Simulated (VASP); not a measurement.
A run of VASP 6.6.1:

The input INCAR:

```
ALGO = Normal ; EDIFF = 1E-6
EDIFFG = -0.01 ; ENCUT = 600
GGA = PE ; IBRION = 2
ISIF = 3 ; ISMEAR = -1
LASPH = True ; LCHARG = False
LREAL = False ; LWAVE = False
NELM = 80 ; NSW = 60
PREC = Accurate ; SIGMA = 0.1
```

KPOINTS

```
k-points
0
Gamma
  5 5 5
```

POSCAR

```
Cr5Ru
1.0
    0.0000000000      3.2395120000      3.2395120000
    3.2395120000      0.0000000000      3.2395120000
    3.2395120000      3.2395120000      0.0000000000
Cr Ru
5 1
Direct
    0.6250000000      0.6250000000      0.6250000000
    0.1250000000      0.6250000000      0.6250000000
    0.6250000000      0.6250000000      0.1250000000
    0.6250000000      0.1250000000      0.6250000000
    0.2500000000      0.2500000000      0.2500000000
    0.0000000000      0.0000000000      0.0000000000
```

Potentials or basis: VASP PAW PBE potentials, release 64 (Cr_pv, Ru_pv).

Command:

```bash
$ cat potpaw_PBE.64/Cr_pv/POTCAR potpaw_PBE.64/Ru_pv/POTCAR > POTCAR
$ mpirun -np 1 vasp_std > vasp.out
```

Hardware: 1 thread of Intel(R) Xeon(R) Platinum 8259CL CPU @ 2.50GHz (Skylake/Cascade Lake), on a shared host.

How long does it take, and how much memory?

It took 5.8 min on 1 thread of Intel(R) Xeon(R) Platinum 8259CL CPU @ 2.50GHz (Skylake/Cascade Lake), with other jobs on the host, peak memory 0.26 GiB. Counts: scf iterations 96, k points 10, ion steps 9.
